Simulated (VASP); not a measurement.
Crystal: SrO.

```
Sr O
1.0
     4.28957    0.00000    0.00000
    -2.14479    3.71488    0.00000
     0.00000    0.00000    5.18320
Sr O
2 2
Direct
  0.33333 0.66667 0.93751
  0.66667 0.33333 0.43751
  0.33333 0.66667 0.43749
  0.66667 0.33333 0.93749
```

```yaml
Program: VASP 6.6.1
Task: relaxation of cell and atoms
Functional: LDA
Potentials_or_basis: VASP PAW LDA potentials, release 64 (Sr_sv, O)
Cutoff: 600 eV
k_mesh: 6 × 6 × 4
Occupations: fermi-dirac, width 0.02 eV
Spin: no spin polarisation
```

At the start: pressure -4.8 GPa; volume 20.65 Å³/atom.

Question: How do energy, volume and symmetry change on relaxing?

Answer: Over 8 steps the energy falls by 21.2 meV/atom and the volume is 19.32 Å³/atom (-6.4 %); space group P6_3/mmc (No. 194, to 0.1 Å) before and after.

Step by step:
| step | energy change (eV) | largest force (eV/Å) | pressure (GPa) | volume (Å³) |
| --- | --- | --- | --- | --- |
| 1 | 0.0000 | 0.0001 | -4.81 | 82.60 |
| 2 | -0.0721 | 0.0002 | 2.20 | 75.41 |
| 3 | -0.0849 | 0.0001 | 0.00 | 77.30 |
| 4 | -0.0848 | 0.0001 | -0.12 | 77.40 |
| 5 | -0.0849 | 0.0001 | -0.11 | 77.39 |
| 6 | -0.0849 | 0.0001 | -0.11 | 77.39 |
| 7 | -0.0849 | 0.0001 | -0.06 | 77.34 |
| 8 | -0.0849 | 0.0000 | 0.00 | 77.28 |

Final structure:
```
Sr O
1.0
     4.19926    0.00000    0.00000
    -2.09963    3.63667    0.00000
     0.00000    0.00000    5.06071
Sr O
2 2
Direct
  0.33333 0.66667 0.93751
  0.66667 0.33333 0.43751
  0.33333 0.66667 0.43749
  0.66667 0.33333 0.93749
```
